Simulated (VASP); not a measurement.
A run of VASP 6.6.1:

Contents of INCAR:

```
SYSTEM = TaAs
ALGO = Normal
EDIFF = 1E-6
ENCUT = 500
GGA = PE
GGA_COMPAT = .FALSE.
ISIF = 2
ISMEAR = 0
LASPH = .TRUE.
LCHARG = .FALSE.
LREAL = .FALSE.
LWAVE = .FALSE.
NBANDS = 15
NELM = 120
PREC = Accurate
SIGMA = 0.05
```

The input KPOINTS:

```
k-points
0
G
  12 12 12
  0 0 0
```

The input POSCAR:

```
TaAs
1.0
    0.0000000000      2.6031519958      2.6031519958
    2.6031519958      0.0000000000      2.6031519958
    2.6031519958      2.6031519958      0.0000000000
Ta As
1 1
Direct
    0.5000000000      0.5000000000      0.5000000000
    0.0000000000      0.0000000000      0.0000000000
```

Potentials or basis: VASP PAW PBE potentials, release 64 (Ta_pv, As).

Run with:

```sh
$ cat potpaw_PBE.64/Ta_pv/POTCAR potpaw_PBE.64/As/POTCAR > POTCAR
$ mpirun -np 1 vasp_std > vasp.out
```

Hardware: 1 thread of Intel Xeon 8259CL (shared host).

Problem. Estimate the wall time of this run.

Solution. Run time: 41 s on 1 thread of Intel Xeon 8259CL (shared host), peak memory 0.18 GiB. Counts: scf iterations 13, k points 72.
